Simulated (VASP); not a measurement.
# Tl (I4/mmm) in VASP: notebook

Runs on Tl. Level: PBEsol. Tasks: single point.

Everything below comes from runs of VASP 6.6.1. Logs are shortened: lines on timing, memory, paths and dates and some standing lists are left out, and cuts for length are marked.

## (1) The cell of the first run

Symmetry: I4/mmm, No. 139, tetragonal system. The conventional cell has a = 4.481 Å, b = 4.481 Å, c = 2.913 Å, α = 90.00°, β = 90.00°, γ = 90.00°. Within 3.8 Å of Tl (site symmetry 4/mmm) lie 10 Tl at 2.91 to 3.49 Å.

## (2) Single point, PBEsol

The input, INCAR:

```
SYSTEM = Tl
PREC     = Accurate       ! precision mode
ENCUT    = 520            ! plane-wave cutoff, eV
EDIFF    = 1E-7           ! SCF threshold, eV
ISMEAR   = 0              ! smearing method
SIGMA    = 0.15           ! smearing width, eV
LREAL    = .False.        ! projectors in reciprocal space
LASPH    = .True.         ! aspherical terms in the spheres
NELM     = 80             ! most SCF steps
ALGO     = Fast           ! electronic algorithm
ISIF     = 2              ! what is computed and relaxed
LWAVE    = .False.        ! write WAVECAR
LCHARG   = .False.        ! write CHGCAR
GGA      = PS             ! functional
NBANDS   = 12             ! bands
```

The input, KPOINTS:

```
Automatic mesh
0
Gamma
  20 20 20
  0 0 0
```

The input, POSCAR:

```
Tl
1.0
   -2.2407208218      2.2407208218      1.4564685342
    2.2407208218     -2.2407208218      1.4564685342
    2.2407208218      2.2407208218     -1.4564685342
Tl
1
Direct
    0.0000000000      0.0000000000      0.0000000000
```

Potentials or basis: VASP PAW PBE potentials, release 64 (Tl_d).

The run is started by

```console
cat potpaw_PBE.64/Tl_d/POTCAR > POTCAR
mpirun -np 1 vasp_std > vasp.out
```

OUTCAR:

```text
SYSTEM = Tl
   PREC = Accurate
   ENCUT = 520
   EDIFF = 1E-7
   ISMEAR = 0
   LREAL = .False.
   LASPH = .True.
   NELM = 80
   ISIF = 2
   GGA = PS

 ion  position               nearest neighbor table
   1  0.000  0.000  0.000-

  LATTYP: Found a body centered tetragonal cell.
 ALAT       =     4.4814416436
 C/A-ratio  =     0.6500000000

  Lattice vectors:

 A1 = (  -2.2407208218,   2.2407208218,   1.4564685342)
 A2 = (   2.2407208218,  -2.2407208218,   1.4564685342)
 A3 = (   2.2407208218,   2.2407208218,  -1.4564685342)

Analysis of symmetry for initial positions (statically):
=====================================================================
 Subroutine PRICEL returns:
 Original cell was already a primitive cell.

 Routine SETGRP: Setting up the symmetry group for a
 body centered tetragonal supercell.

 Subroutine GETGRP returns: Found 16 space group operations
 (whereof 16 operations were pure point group operations)
 out of a pool of 16 trial point group operations.

The static configuration has the point symmetry D_4h.

Analysis of symmetry for dynamics (positions and initial velocities):
=====================================================================
 Subroutine PRICEL returns:
 Original cell was already a primitive cell.

 Routine SETGRP: Setting up the symmetry group for a
 body centered tetragonal supercell.

 Subroutine GETGRP returns: Found 16 space group operations
 (whereof 16 operations were pure point group operations)
 out of a pool of 16 trial point group operations.

The dynamic configuration has the point symmetry D_4h.

 Subroutine INISYM returns: Found 16 space group operations
 (whereof 16 operations are pure point group operations),
 and found     1 'primitive' translations

----------------------------------------------------------------------------------------

                                     Primitive cell

  volume of cell :      29.2507

  direct lattice vectors                    reciprocal lattice vectors
    -2.240720822  2.240720822  1.456468534     0.000000000  0.223142479  0.343296122
     2.240720822 -2.240720822  1.456468534     0.223142479  0.000000000  0.343296122
     2.240720822  2.240720822 -1.456468534     0.223142479  0.223142479  0.000000000

  length of vectors
     3.487543576  3.487543576  3.487543576     0.409444494  0.409444494  0.315571121

  position of ions in fractional coordinates (direct lattice)
     0.000000000  0.000000000  0.000000000

  ion indices of the primitive-cell ions
   primitive index   ion index
                 1           1

----------------------------------------------------------------------------------------

 KPOINTS: Automatic mesh

Automatic generation of k-mesh.
 Grid dimensions read from file:
 generate k-points for:   20   20   20

 Generating k-lattice:

  Cartesian coordinates                     Fractional coordinates (reciprocal lattice)
     0.000000000  0.011157124  0.017164806     0.050000000  0.000000000  0.000000000
     0.011157124  0.000000000  0.017164806     0.000000000  0.050000000  0.000000000
     0.011157124  0.011157124  0.000000000     0.000000000  0.000000000  0.050000000

  Length of vectors
     0.020472225  0.020472225  0.015778556

  Shift w.r.t. Gamma in fractional coordinates (k-lattice)
     0.000000000  0.000000000  0.000000000

 Subroutine IBZKPT returns following result:
 ===========================================

 Found    641 irreducible k-points:

 Following reciprocal coordinates:
            Coordinates               Weight
  0.000000  0.000000  0.000000      1.000000
  0.050000  0.000000 -0.000000      8.000000
  0.100000  0.000000  0.000000      8.000000
  0.150000  0.000000  0.000000      8.000000
  0.200000  0.000000  0.000000      8.000000
  0.250000 -0.000000  0.000000      8.000000
[... 16 lines left out ...]
 -0.400000  0.050000 -0.000000     16.000000
 -0.350000  0.050000  0.000000     16.000000
 [... further k-points ...]
   k-points           NKPTS =    641   k-points in BZ     NKDIM =    641   number of bands    NBANDS=     12
   number of dos      NEDOS =    301   number of ions     NIONS =      1
   total plane-waves  NPLWV =  21952
   dimension x,y,z NGX =    28 NGY =   28 NGZ =   28
   dimension x,y,z NGXF=    56 NGYF=   56 NGZF=   56
   ions per type =               1
   NGX,Y,Z   is equivalent  to a cutoff of  13.35, 13.35, 13.35 a.u.
   NGXF,Y,Z  is equivalent  to a cutoff of  26.69, 26.69, 26.69 a.u.
 SYSTEM =  Tl
   PREC   = accura    normal or accurate (medium, high low for compatibility)
   ISTART =      0    job   : 0-new  1-cont  2-samecut
   ICHARG =      2    charge: 1-file 2-atom 10-const
   ISPIN  =      1    spin polarized calculation?
   LNONCOLLINEAR =      F non collinear calculations
   LSORBIT =      F    spin-orbit coupling
   LASPH  =      T    aspherical Exc in radial PAW
   ENCUT  =  520.0 eV  38.22 Ry    6.18 a.u.   6.48  6.48  6.48*2*pi/ulx,y,z
   NELM   =     80;   NELMIN=  2; NELMDL= -5     # of ELM steps
   EDIFF  = 0.1E-06   stopping-criterion for ELM
   LREAL  =      F    real-space projection
   EDIFFG = 0.1E-05   stopping-criterion for IOM
   NSW    =      0    number of steps for IOM
   IBRION =     -1    ionic relax: 0-MD 1-quasi-New 2-CG
   NFREE  =      0    steps in history (QN), initial steepest desc. (CG)
   ISIF   =      2    stress and relaxation
   ISYM   =      2    0-nonsym 1-usesym 2-fastsym
   POTIM  = 0.5000    time-step for ionic-motion
   TEBEG  =    0.0;   TEEND  =   0.0 temperature during run
   PSTRESS=    0.0 pullay stress
   NELECT =      13.0000    total number of electrons
   NUPDOWN=      -1.0000    fix difference up-down
   EMIN   =  10.00;   EMAX   =-10.00  energy-range for DOS
   EFERMI =   0.00;   METHOD = LEGACY
   ISMEAR =     0;   SIGMA  =   0.15  broadening in eV -4-tet -1-fermi 0-gaus
   EFERMI_NEDOS =   21; number of points for ismear=-14 and -15
   IALGO  =     68    algorithm
   IMIX   =      4    mixing-type and parameters
     AMIX     =   0.40;   BMIX     =  1.00
     AMIX_MAG =   1.60;   BMIX_MAG =  1.00
  volume/ion in A,a.u.               =      29.25       197.39
  Fermi-wavevector in a.u.,A,eV,Ry     =   1.249330  2.360891 21.236311  1.560825
  Thomas-Fermi vector in A             =   2.383375
   LORBIT       =      0    0 simple, 1 ext, 2 COOP (PROOUT), +10 PAW based schemes
   GGA     = PS    functional components
   LHFCALC =     F    Hartree Fock is set to
   AEXX    =    0.0000 exact exchange contribution
   IVDW    =     0    specifies the selected vdW correction
   LEPSILON=     F    determine dielectric tensor
   LRPA    =     F    only Hartree local field effects (RPA)
 non-spin polarized calculation
 RMM-DIIS sequential band-by-band and
 Gauss-broadening in eV      SIGMA  =   0.15
  energy-cutoff  :      520.00
  volume of cell :       29.25
 maximum number of plane-waves:       817
 NGX is ok and might be reduce to    28

 number of electron      13.0000003 magnetization

 Free energy of the ion-electron system (eV)
  ---------------------------------------------------
  ext. energy  EPLUGINS =         0.00000000
  ---------------------------------------------------
  free energy    TOTEN  =        -2.47459144 eV

  energy without entropy =       -2.46891955  energy(sigma->0) =       -2.47175550

 E-fermi :   6.2258     XC(G=0): -10.1900

 val. band max:        6.2247573729   @ k =  -0.3000  -0.3500   0.2500
 cond. band min:       6.2309094019   @ k =  -0.2000  -0.4500   0.1500
 fundamental gap:      0.0061520291
 Fermi energy:         6.2258006122

 k-point     1 :       0.0000    0.0000    0.0000
  band No.  band energies     occupation
      1      -6.1576      2.00000
      2      -5.7119      2.00000
      3      -5.0444      2.00000
      4      -5.0278      2.00000
      5      -5.0278      2.00000
      6      -3.8526      2.00000
      7      12.5021      0.00000
      8      12.5021      0.00000
      9      16.1626      0.00000
     10      17.2537      0.00000
     11      21.8854      0.00000
     12      21.9180      0.00000

 k-point     2 :       0.0500    0.0000   -0.0000
  band No.  band energies     occupation
      1      -6.1166      2.00000
      2      -5.7008      2.00000
      3      -5.0488      2.00000
      4      -5.0431      2.00000
      5      -5.0425      2.00000
      6      -3.7917      2.00000
      7      12.4102      0.00000
      8      12.4531      0.00000
      9      16.3795      0.00000
     10      17.3950      0.00000
     11      21.1200      0.00000
     12      21.5869      0.00000

 k-point     3 :       0.1000    0.0000    0.0000
  band No.  band energies     occupation
      1      -5.9991      2.00000
      2      -5.6700      2.00000
      3      -5.0937      2.00000
      4      -5.0858      2.00000
      5      -5.0543      2.00000
      6      -3.6032      2.00000
      7      12.1850      0.00000
      8      12.3215      0.00000
      9      16.9753      0.00000
     10      17.8000      0.00000
     11      19.3150      0.00000
     12      20.8557      0.00000
[... 286 lines left out ...]
 k-point    23 :      -0.4000    0.0500   -0.0000
  band No.  band energies     occupation
      1      -5.7125      2.00000
      2      -5.6492      2.00000
      3      -5.1469      2.00000
      4      -5.0833      2.00000
      5      -4.8766      2.00000
      6      -0.0572      2.00000
      7       8.0982      0.00000
      8      10.5609      0.00000
      9      11.7227      0.00000
     10      16.0197      0.00000
     11      17.4007      0.00000
     12      19.8783      0.00000

 k-point    24 :      -0.3500    0.0500    0.0000
  band No.  band energies     occupation
      1      -5.6472      2.00000
      2      -5.5592      2.00000
      3      -5.1410      2.00000
      4      -5.1341      2.00000
      5      -5.0702      2.00000
      6      -1.0573      2.00000
      7       9.5559      0.00000
      8      10.8786      0.00000
      9      11.9739      0.00000
     10      16.6923      0.00000
     11      18.0635      0.00000
     12      20.4161      0.00000

 [... further k-points ...]
[... 5 lines left out ...]
  --------------------------------------------------------------------------------------
  -------------------------------------------------------------------------------------
  Total       -0.2011270     -0.2011270      1.6244037      0.0000000     -0.0000000      0.0000000
  in kB      -11.0165205    -11.0165205     88.9749905      0.0000000     -0.0000000      0.0000000
  external PRESSURE =      22.3139832 kB  Pullay stress =       0.0000000 kB

 VOLUME and BASIS-vectors are now :
 -----------------------------------------------------------------------------
  energy-cutoff  :      520.00
  volume of cell :       29.25
      direct lattice vectors                 reciprocal lattice vectors
    -2.240720822  2.240720822  1.456468534     0.000000000  0.223142479  0.343296122
     2.240720822 -2.240720822  1.456468534     0.223142479  0.000000000  0.343296122
     2.240720822  2.240720822 -1.456468534     0.223142479  0.223142479  0.000000000

 POSITION                                       TOTAL-FORCE (eV/Angst)
 -----------------------------------------------------------------------------------
      0.00000      0.00000      0.00000         0.000000      0.000000     -0.000000
 -----------------------------------------------------------------------------------
    total drift:                               -0.000000     -0.000000     -0.000000

  FREE ENERGIE OF THE ION-ELECTRON SYSTEM (eV)
  ---------------------------------------------------
  free  energy   TOTEN  =        -2.4745914371 eV

  energy  without entropy=       -2.4689195547  energy(sigma->0) =       -2.47175550
```

Run time: 3 min. Hardware: 1 thread of Intel Xeon Platinum 8259CL at 2.50GHz (Skylake/Cascade Lake), shared host; peak memory 0.33 GiB.

What came out:

```yaml
Free_energy: -2.4746 eV
Pressure: 2.2 GPa
```

Stress tensor (GPa, compression positive):
```
-1.10  0.00  0.00
 0.00 -1.10  0.00
 0.00  0.00  8.90
```

Caveat: the PAW data sets were made with another functional, which shifts forces and pressure a little; spin-orbit coupling is left out, which moves the levels of the heavy elements.

## (3) Single point, PBEsol

The input, INCAR:

```
SYSTEM = Tl
  PREC = Accurate
  ENCUT = 520
  EDIFF = 1E-7
  ISMEAR = 0
  SIGMA = 0.15
  LREAL = .FALSE.
  LASPH = .TRUE.
  NELM = 100
  ALGO = Fast
  ISIF = 2
  LWAVE = .FALSE.
  LCHARG = .FALSE.
  GGA = PS
  NBANDS = 12
```

The input, KPOINTS:

```
regular mesh
0
G
  20 20 20
  0 0 0
```

The input, POSCAR:

```
Tl
1.0
   -2.1788085163      2.1788085163      1.5404176210
    2.1788085163     -2.1788085163      1.5404176210
    2.1788085163      2.1788085163     -1.5404176210
Tl
1
Direct
    0.0000000000      0.0000000000      0.0000000000
```

Potentials or basis: VASP PAW PBE potentials, release 64 (Tl_d).

The run is started by

```console
cat potpaw_PBE.64/Tl_d/POTCAR > POTCAR
mpirun -np 1 vasp_std > vasp.out
```

Run time: 89 s. Hardware: 1 thread of Intel Xeon 6975P-C (Granite Rapids), shared host; peak memory 0.33 GiB.

It converged, with:

```yaml
Free_energy: -2.5494 eV
Pressure: 0.5 GPa
```

Stress tensor (GPa, compression positive):
```
-1.14  0.00  0.00
 0.00 -1.14  0.00
 0.00  0.00  3.83
```

Levels at points of the mesh, in eV from the Fermi level:
| k point | band 2 | band 3 | band 4 | band 5 | band 6 | band 7 | band 8 | band 9 | band 10 | band 11 |
| --- | --- | --- | --- | --- | --- | --- | --- | --- | --- | --- |
| (0.00, 0.00, 0.00) | -11.85 | -11.32 | -11.32 | -11.17 | -10.01 | 7.22 | 7.22 | 10.91 | 11.92 | 14.32 |
| (0.50, 0.00, 0.00) | -11.86 | -11.32 | -11.10 | -10.86 | -3.78 | -2.24 | 4.94 | 5.50 | 8.72 | 10.01 |
| (0.50, 0.50, 0.00) | -11.60 | -11.37 | -11.36 | -10.98 | -6.51 | -3.28 | 10.27 | 10.39 | 12.06 | 12.37 |
| (0.50, 0.50, 0.50) | -11.79 | -11.02 | -11.02 | -10.99 | -3.51 | -0.50 | -0.50 | 4.68 | 7.21 | 11.53 |

Caveat: the PAW data sets were made with another functional, which shifts forces and pressure a little; spin-orbit coupling is left out, which moves the levels of the heavy elements.

## (4) Single point, PBEsol

This run uses another cell than the first one, of the same volume but with other edges.

The input, INCAR:

```
PREC     = Accurate       # precision mode
ENCUT    = 520            # plane-wave cutoff, eV
EDIFF    = 1E-6           # SCF threshold, eV
ISMEAR   = 0              # smearing method
SIGMA    = 0.15           # smearing width, eV
LREAL    = F              # projectors in reciprocal space
LASPH    = T              # aspherical terms in the spheres
NELM     = 80             # most SCF steps
ALGO     = Fast           # electronic algorithm
ISIF     = 2              # what is computed and relaxed
LWAVE    = F              # write WAVECAR
LCHARG   = F              # write CHGCAR
GGA      = PS             # functional
NBANDS   = 12             # bands
```

The input, KPOINTS:

```
regular mesh
0
Gamma
  20 20 20
```

The input, POSCAR:

```
Tl
1.0
   -2.0490500196      2.0490500196      1.7416925167
    2.0490500196     -2.0490500196      1.7416925167
    2.0490500196      2.0490500196     -1.7416925167
Tl
1
Direct
    0.0000000000      0.0000000000      0.0000000000
```

The run is started by

```console
cat potpaw_PBE.64/Tl_d/POTCAR > POTCAR
mpirun -np 1 vasp_std > vasp.out
```

It took 81 s on 1 thread of Intel Xeon 6975P-C (Granite Rapids), shared host; peak memory 0.33 GiB.

The run converged. Its results:

* Free energy: -2.6155 eV
* Pressure: -0.7 GPa

Stress tensor (GPa, compression positive):
```
-1.19  0.00  0.00
 0.00 -1.19  0.00
 0.00  0.00  0.17
```

Levels at points of the mesh, in eV from the Fermi level:
```tsv
k point	band 2	band 3	band 4	band 5	band 6	band 7	band 8	band 9	band 10	band 11
(0.00, 0.00, 0.00)	-11.46	-11.46	-11.34	-11.09	-9.91	9.28	9.28	11.91	12.80	12.80
(0.50, 0.00, 0.00)	-11.73	-11.21	-11.00	-10.91	-4.59	-2.47	5.19	6.25	9.18	10.47
(0.50, 0.50, 0.00)	-11.57	-11.37	-11.22	-10.92	-5.67	-2.96	7.52	9.09	12.13	12.99
(0.50, 0.50, 0.50)	-11.74	-10.97	-10.97	-10.91	-2.18	0.48	0.48	3.79	5.56	8.14
```

Caveat: the PAW data sets were made with another functional, which shifts forces and pressure a little; spin-orbit coupling is left out, which moves the levels of the heavy elements.

## (5) Single point, PBEsol

This run uses another cell than the first one, of the same volume but with other edges.

The input, INCAR:

```
SYSTEM = Tl
ALGO = Fast ; EDIFF = 1E-6
ENCUT = 520 ; GGA = PS
ISIF = 2 ; ISMEAR = 0
LASPH = .True. ; LCHARG = .True.
LELF = .True. ; LREAL = .False.
LVHAR = .True. ; LWAVE = .False.
NBANDS = 12 ; NELM = 60
PREC = Accurate ; SIGMA = 0.15
```

The input, KPOINTS:

```
k-points
0
Gamma
  20 20 20
  0 0 0
```

The input, POSCAR:

```
Tl
1.0
   -1.8265509321      1.8265509321      2.1918611185
    1.8265509321     -1.8265509321      2.1918611185
    1.8265509321      1.8265509321     -2.1918611185
Tl
1
Direct
    0.0000000000      0.0000000000      0.0000000000
```

The run is started by

```console
cat potpaw_PBE.64/Tl_d/POTCAR > POTCAR
mpirun -np 1 vasp_std > vasp.out
```

Wall time 84 s (1 thread of Intel Xeon 6975P-C (Granite Rapids), shared host); peak memory 0.33 GiB.

The run converged. Its results:

- Free energy: -2.6165 eV
- Pressure: -1.0 GPa

Stress tensor (GPa, compression positive):
```
-0.82  0.00  0.00
 0.00 -0.82  0.00
 0.00  0.00 -1.25
```

Levels at points of the mesh, in eV from the Fermi level:
```csv
k point,band 3,band 4,band 5,band 6,band 7,band 8,band 9,band 10
"(0.00, 0.00, 0.00)",-11.37,-11.27,-11.10,-9.87,10.05,10.40,10.40,11.24
"(0.50, 0.00, 0.00)",-11.32,-11.05,-10.90,-5.23,-2.77,6.80,8.13,11.18
"(0.50, 0.50, 0.00)",-11.03,-11.02,-10.85,-4.30,-2.21,4.54,5.32,8.31
"(0.50, 0.50, 0.50)",-10.97,-10.90,-10.90,-2.32,-0.50,2.72,2.72,6.35
```

Caveat: the PAW data sets were made with another functional, which shifts forces and pressure a little; spin-orbit coupling is left out, which moves the levels of the heavy elements.

(Part 1 of 2 ends here.)
